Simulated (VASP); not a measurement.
# BeS (F-43m) in VASP: relaxation of cell and atoms with HF

Aim: the relaxation of cell and atoms of BeS with HF.

All numbers are computed with VASP 6.6.1; they aren't measurements. Logs are shortened: lines on timing, memory, paths and dates and some standing lists are left out, and cuts for length are marked.

## 1. The cell of the first run

The structure is cubic, space group F-43m (No. 216). Conventional cell: a = 4.850 Å, b = 4.850 Å, c = 4.850 Å, α = 90.00°, β = 90.00°, γ = 90.00°. Within 2.8 Å of S (site symmetry -43m) lie 4 Be at 2.10 Å. Within 2.8 Å of Be (site symmetry -43m) lie 4 S at 2.10 Å.

## 2. Relaxation of cell and atoms, HF

POSCAR

```
BeS
1.0
    0.0000000000      2.4250000000      2.4250000000
    2.4250000000      0.0000000000      2.4250000000
    2.4250000000      2.4250000000      0.0000000000
S Be
1 1
Direct
    0.7500000000      0.7500000000      0.7500000000
    0.0000000000      0.0000000000      0.0000000000
```

INCAR.step1

```
  PREC = Accurate
  ENCUT = 600
  EDIFF = 1E-5
  ISMEAR = -1
  SIGMA = 0.05
  LREAL = False
  LASPH = True
  NELM = 100
  ALGO = Normal
  LWAVE = True
  LCHARG = False
  GGA = PE
  NBANDS = 11
```

INCAR.step2

```
  PREC = Accurate
  ENCUT = 600
  EDIFF = 1E-6
  ISMEAR = -1
  SIGMA = 0.05
  LREAL = False
  LASPH = True
  NELM = 100
  ALGO = Normal
  ISIF = 3
  LWAVE = False
  LCHARG = False
  GGA = PE
  LHFCALC = True
  AEXX = 1.0
  ALDAC = 0.0
  AGGAC = 0.0
  PRECFOCK = Normal
  IBRION = 2
  NSW = 60
  EDIFFG = -0.01
  ISTART = 1
```

KPOINTS

```
Automatic mesh
0
Gamma
  5 5 5
```

Potentials or basis: VASP PAW PBE potentials, release 64 (S, Be).

On the command line:

```bash
cat potpaw_PBE.64/S/POTCAR potpaw_PBE.64/Be/POTCAR > POTCAR
cp INCAR.step1 INCAR
mpirun -np 1 vasp_std > vasp.out
cp INCAR.step2 INCAR
mpirun -np 1 vasp_std > vasp.out
```

OUTCAR:

```text
PREC = Accurate
   ENCUT = 600
   EDIFF = 1E-6
   ISMEAR = -1
   LREAL = False
   LASPH = True
   NELM = 100
   ISIF = 3
   GGA = PE
   LHFCALC = True
   AEXX = 1.0
   PRECFOCK = Normal
   IBRION = 2
   NSW = 60
   EDIFFG = -0.01
   ISTART = 1

 ion  position               nearest neighbor table
   1  0.750  0.750  0.750-   2 2.10   2 2.10   2 2.10   2 2.10
   2  0.000  0.000  0.000-   1 2.10   1 2.10   1 2.10   1 2.10

  LATTYP: Found a face centered cubic cell.
 ALAT       =     4.8500000000

  Lattice vectors:

 A1 = (   0.0000000000,   2.4250000000,   2.4250000000)
 A2 = (   2.4250000000,   0.0000000000,   2.4250000000)
 A3 = (   2.4250000000,   2.4250000000,   0.0000000000)

Analysis of symmetry for initial positions (statically):
=====================================================================
 Subroutine PRICEL returns:
 Original cell was already a primitive cell.

 Routine SETGRP: Setting up the symmetry group for a
 face centered cubic supercell.

 Subroutine GETGRP returns: Found 24 space group operations
 (whereof 24 operations were pure point group operations)
 out of a pool of 48 trial point group operations.

The static configuration has the point symmetry T_d .

Analysis of symmetry for dynamics (positions and initial velocities):
=====================================================================
 Subroutine PRICEL returns:
 Original cell was already a primitive cell.

 Routine SETGRP: Setting up the symmetry group for a
 face centered cubic supercell.

 Subroutine GETGRP returns: Found 24 space group operations
 (whereof 24 operations were pure point group operations)
 out of a pool of 48 trial point group operations.

The dynamic configuration has the point symmetry T_d .

 Subroutine INISYM returns: Found 24 space group operations
 (whereof 24 operations are pure point group operations),
 and found     1 'primitive' translations

----------------------------------------------------------------------------------------

                                     Primitive cell

  volume of cell :      28.5210

  direct lattice vectors                    reciprocal lattice vectors
     0.000000000  2.425000000  2.425000000    -0.206185567  0.206185567  0.206185567
     2.425000000  0.000000000  2.425000000     0.206185567 -0.206185567  0.206185567
     2.425000000  2.425000000  0.000000000     0.206185567  0.206185567 -0.206185567

  length of vectors
     3.429467889  3.429467889  3.429467889     0.357123878  0.357123878  0.357123878

  position of ions in fractional coordinates (direct lattice)
     0.750000000  0.750000000  0.750000000
     0.000000000  0.000000000  0.000000000

  ion indices of the primitive-cell ions
   primitive index   ion index
                 1           1
                 2           2

----------------------------------------------------------------------------------------

 KPOINTS: Automatic mesh

Automatic generation of k-mesh.
 Grid dimensions read from file:
 generate k-points for:    5    5    5

 Generating k-lattice:

  Cartesian coordinates                     Fractional coordinates (reciprocal lattice)
    -0.041237113  0.041237113  0.041237113     0.200000000  0.000000000  0.000000000
     0.041237113 -0.041237113  0.041237113     0.000000000  0.200000000  0.000000000
     0.041237113  0.041237113 -0.041237113     0.000000000  0.000000000  0.200000000

  Length of vectors
     0.071424776  0.071424776  0.071424776

  Shift w.r.t. Gamma in fractional coordinates (k-lattice)
     0.000000000  0.000000000  0.000000000

 Subroutine IBZKPT returns following result:
 ===========================================

 Found     10 irreducible k-points:

 Following reciprocal coordinates:
            Coordinates               Weight
  0.000000  0.000000  0.000000      1.000000
  0.200000  0.000000  0.000000      8.000000
  0.400000  0.000000  0.000000      8.000000
  0.200000  0.200000  0.000000      6.000000
  0.400000  0.200000  0.000000     24.000000
 -0.400000  0.200000  0.000000     24.000000
 -0.200000  0.200000  0.000000     12.000000
  0.400000  0.400000  0.000000      6.000000
 -0.400000  0.400000  0.000000     12.000000
 -0.400000  0.400000  0.200000     24.000000
   k-points           NKPTS =     10   k-points in BZ     NKDIM =    125   number of bands    NBANDS=      8
   number of dos      NEDOS =    301   number of ions     NIONS =      2
   total plane-waves  NPLWV =  21952
   dimension x,y,z NGX =    28 NGY =   28 NGZ =   28
   dimension x,y,z NGXF=    56 NGYF=   56 NGZF=   56
   ions per type =               1   1
   NGX,Y,Z   is equivalent  to a cutoff of  13.57, 13.57, 13.57 a.u.
   NGXF,Y,Z  is equivalent  to a cutoff of  27.15, 27.15, 27.15 a.u.
 SYSTEM =  unknown system
   PREC   = accura    normal or accurate (medium, high low for compatibility)
   ISTART =      1    job   : 0-new  1-cont  2-samecut
   ICHARG =      0    charge: 1-file 2-atom 10-const
   ISPIN  =      1    spin polarized calculation?
   LNONCOLLINEAR =      F non collinear calculations
   LSORBIT =      F    spin-orbit coupling
   LASPH  =      T    aspherical Exc in radial PAW
   ENCUT  =  600.0 eV  44.10 Ry    6.64 a.u.   6.85  6.85  6.85*2*pi/ulx,y,z
   NELM   =    100;   NELMIN=  2; NELMDL=  0     # of ELM steps
   EDIFF  = 0.1E-05   stopping-criterion for ELM
   LREAL  =      F    real-space projection
   EDIFFG = -.1E-01   stopping-criterion for IOM
   NSW    =     60    number of steps for IOM
   IBRION =      2    ionic relax: 0-MD 1-quasi-New 2-CG
   NFREE  =      1    steps in history (QN), initial steepest desc. (CG)
   ISIF   =      3    stress and relaxation
   ISYM   =      3    0-nonsym 1-usesym 2-fastsym
   POTIM  = 0.5000    time-step for ionic-motion
   TEBEG  =    0.0;   TEEND  =   0.0 temperature during run
   PSTRESS=    0.0 pullay stress
   NELECT =       8.0000    total number of electrons
   NUPDOWN=      -1.0000    fix difference up-down
   EMIN   =  10.00;   EMAX   =-10.00  energy-range for DOS
   EFERMI =   0.00;   METHOD = LEGACY
   ISMEAR =    -1;   SIGMA  =   0.05  broadening in eV -4-tet -1-fermi 0-gaus
   EFERMI_NEDOS =   21; number of points for ismear=-14 and -15
   IALGO  =     38    algorithm
   IMIX   =      1    mixing-type and parameters
     AMIX     =   0.40;   BMIX     =  1.00
     AMIX_MAG =   1.60;   BMIX_MAG =  1.00
  volume/ion in A,a.u.               =      14.26        96.23
  Fermi-wavevector in a.u.,A,eV,Ry     =   1.071642  2.025110 15.625158  1.148417
  Thomas-Fermi vector in A             =   2.207388
   LORBIT       =      0    0 simple, 1 ext, 2 COOP (PROOUT), +10 PAW based schemes
   GGA     = PE    functional components
   LHFCALC =     T    Hartree Fock is set to
   PRECFOCK=normal    Normal, Fast or Accurate (Low or Medium for compatibility)
   ENCUT4O =  -1.0   cutoff for four orbital integrals eV
   NKREDX  =     1    reduce k-point grid by
   NKREDY  =     1    reduce k-point grid by
   NKREDZ  =     1    reduce k-point grid by
   AEXX    =    1.0000 exact exchange contribution
   HFSCREEN=    0.0000 screening length (either q_TF or 0.3 A-1)
   HFSCREENC=   0.0000 screening length for correlation (either q_TF or 0.3 A-1)
   ENCUTFOCK=  -1.0 apply spherical cutoff to Coloumb kernel
   IVDW    =     0    specifies the selected vdW correction
   LEPSILON=     F    determine dielectric tensor
   LRPA    =     F    only Hartree local field effects (RPA)
 conjugate gradient relaxation of ions
 non-spin polarized calculation
  energy-cutoff  :      600.00
  volume of cell :       28.52
 maximum number of plane-waves:       966
  NGX = 24; NGY = 24; NGZ = 24

--------------------------------------- Ionic step        1  -------------------------------------------

 number of electron       7.9999999 magnetization

 Free energy of the ion-electron system (eV)
  ---------------------------------------------------
  ext. energy  EPLUGINS =         0.00000000
  ---------------------------------------------------
  free energy    TOTEN  =       -15.97948375 eV

  energy without entropy =      -15.97948375  energy(sigma->0) =      -15.97948375

------------------------ aborting loop because EDIFF is reached ----------------------------------------

  FORCE on cell =-STRESS in cart. coord.  units (eV):
  Direction    XX          YY          ZZ          XY          YZ          ZX
  --------------------------------------------------------------------------------------
  -------------------------------------------------------------------------------------
  Total        0.9732660      0.9732660      0.9732660      0.0000000     -0.0000000      0.0000000
  in kB       54.6735031     54.6735031     54.6735031      0.0000000     -0.0000000      0.0000000
  external PRESSURE =      54.6735031 kB  Pullay stress =       0.0000000 kB

 VOLUME and BASIS-vectors are now :
 -----------------------------------------------------------------------------
  energy-cutoff  :      600.00
  volume of cell :       28.52
      direct lattice vectors                 reciprocal lattice vectors
     0.000000000  2.425000000  2.425000000    -0.206185567  0.206185567  0.206185567
     2.425000000  0.000000000  2.425000000     0.206185567 -0.206185567  0.206185567
     2.425000000  2.425000000  0.000000000     0.206185567  0.206185567 -0.206185567
[... 37 lines left out ...]
 POSITION                                       TOTAL-FORCE (eV/Angst)
 -----------------------------------------------------------------------------------
      3.72290      3.72290      3.72290         0.000000      0.000000      0.000000
      4.96386      4.96386      4.96386        -0.000000     -0.000000     -0.000000
 -----------------------------------------------------------------------------------
    total drift:                                0.000000      0.000000      0.000000

  FREE ENERGIE OF THE ION-ELECTRON SYSTEM (eV)
  ---------------------------------------------------
  free  energy   TOTEN  =       -16.0007209426 eV

  energy  without entropy=      -16.0007209426  energy(sigma->0) =      -16.00072094

--------------------------------------- Ionic step        3  -------------------------------------------

 number of electron       7.9999999 magnetization

 Free energy of the ion-electron system (eV)
  ---------------------------------------------------
  ext. energy  EPLUGINS =         0.00000000
  ---------------------------------------------------
  free energy    TOTEN  =       -16.00384383 eV

  energy without entropy =      -16.00384383  energy(sigma->0) =      -16.00384383

 E-fermi :   1.7489     XC(G=0):   0.0000

 val. band max:        0.6171889050   @ k =   0.0000   0.0000   0.0000
 cond. band min:      11.5760762767   @ k =   0.4000   0.4000   0.0000
 fundamental gap:     10.9588873717
 Fermi energy:         1.7489380476

 k-point     1 :       0.0000    0.0000    0.0000
  band No.  band energies     occupation
      1     -18.0523      2.00000
      2       0.6172      2.00000
      3       0.6172      2.00000
      4       0.6172      2.00000
      5      14.3699      0.00000
      6      14.5879      0.00000
      7      14.5879      0.00000
      8      14.5879      0.00000

 k-point     2 :       0.2000    0.0000    0.0000
  band No.  band energies     occupation
      1     -17.4839      2.00000
      2      -2.3788      2.00000
      3       0.1201      2.00000
      4       0.1201      2.00000
      5      14.1758      0.00000
      6      15.4365      0.00000
      7      15.4365      0.00000
      8      17.4881      0.00000
[... 108 lines left out ...]
 POSITION                                       TOTAL-FORCE (eV/Angst)
 -----------------------------------------------------------------------------------
      3.69964      3.69964      3.69964        -0.000000     -0.000000     -0.000000
      0.00000      0.00000      0.00000         0.000000      0.000000      0.000000
 -----------------------------------------------------------------------------------
    total drift:                                0.000000      0.000000      0.000000

  FREE ENERGIE OF THE ION-ELECTRON SYSTEM (eV)
  ---------------------------------------------------
  free  energy   TOTEN  =       -16.0038438347 eV

  energy  without entropy=      -16.0038438347  energy(sigma->0) =      -16.00384383

 reached required accuracy - stopping structural energy minimisation
```

Wall time 11 min (1 thread of Intel Xeon Platinum 8259CL at 2.50GHz (Skylake/Cascade Lake), shared host); peak memory 0.16 GiB.

What came out:

* Free energy: -16.0038 eV
* Relaxed volume: 15.00 Å³/atom
* Relaxed cell: a = 3.488 Å, b = 3.488 Å, c = 3.488 Å, α = 60.00°, β = 60.00°, γ = 60.00°
* Space group after relaxing (to 0.1 Å): F-43m (No. 216)
* Energy gained by relaxing: 12.2 meV/atom
* Ionic steps: 3
* Pressure after relaxing: 0.0 GPa
* Band gap on the k mesh: 10.96 eV (least direct gap 13.75 eV)

Step by step:
| step | energy change (eV) | largest force (eV/Å) | pressure (GPa) | volume (Å³) |
| --- | --- | --- | --- | --- |
| 1 | 0.0000 | 0.0000 | 5.47 | 28.52 |
| 2 | -0.0212 | 0.0000 | -1.77 | 30.58 |
| 3 | -0.0244 | 0.0000 | -0.03 | 30.01 |

Final structure:
```yaml
crystal:
  lattice:
    - [0.00000, 2.46643, 2.46643]
    - [2.46643, 0.00000, 2.46643]
    - [2.46643, 2.46643, 0.00000]
  atoms:
    - { symbol: S, position: [0.75000, 0.75000, 0.75000] }
    - { symbol: Be, position: [0.00000, 0.00000, 0.00000] }
```

Caveat: the k points lie up to 0.44 Å⁻¹ apart in the final cell; the PAW data sets were made with another functional, which shifts forces and pressure a little; an odd mesh through Γ misses points on the zone boundary, where band edges can lie.
